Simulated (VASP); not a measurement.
A run of VASP 6.6.1:

File INCAR:

```
SYSTEM = In5P3
PREC = Accurate
ENCUT = 520
EDIFF = 1E-6
ISMEAR = 0
SIGMA = 0.02
LREAL = .False.
LASPH = .True.
NELM = 100
ALGO = Normal
ISIF = 2
LWAVE = .False.
LCHARG = .False.
GGA = PE
NBANDS = 50
```

Contents of KPOINTS:

```
Automatic mesh
0
Gamma
  3 3 3
  0 0 0
```

POSCAR

```
In5P3
1.0
    0.0000000000      0.0000000000     -5.9597880294
    0.0000000000     -5.9597880294      0.0000000000
   -5.9597880294      0.0000000000      0.0000000000
In P
5 3
Direct
    0.9876770686      0.9876770686      1.0123229314
   -0.0123229314      0.5123229314      0.4876770686
    0.5123229314     -0.0123229314      0.4876770686
    0.5123229314      0.5123229314      1.0123229314
    0.2500000000      0.2500000000      0.7500000000
    0.2500000000      0.7500000000      0.2500000000
    0.7500000000      0.2500000000      0.2500000000
    0.7500000000      0.7500000000      0.7500000000
```

Potentials or basis: VASP PAW PBE potentials, release 64 (In_d, P).

Command:

```bash
$ cat potpaw_PBE.64/In_d/POTCAR potpaw_PBE.64/P/POTCAR > POTCAR
$ mpirun -np 1 vasp_std > vasp.out
```

Hardware: 1 thread of Intel(R) Xeon(R) 6975P-C (Granite Rapids), on a shared host.

Estimate the wall time of this run.

Wall time 26 s on 1 thread of Intel(R) Xeon(R) 6975P-C (Granite Rapids) (shared host), peak memory 0.33 GiB. Counts: scf iterations 15, k points 4.
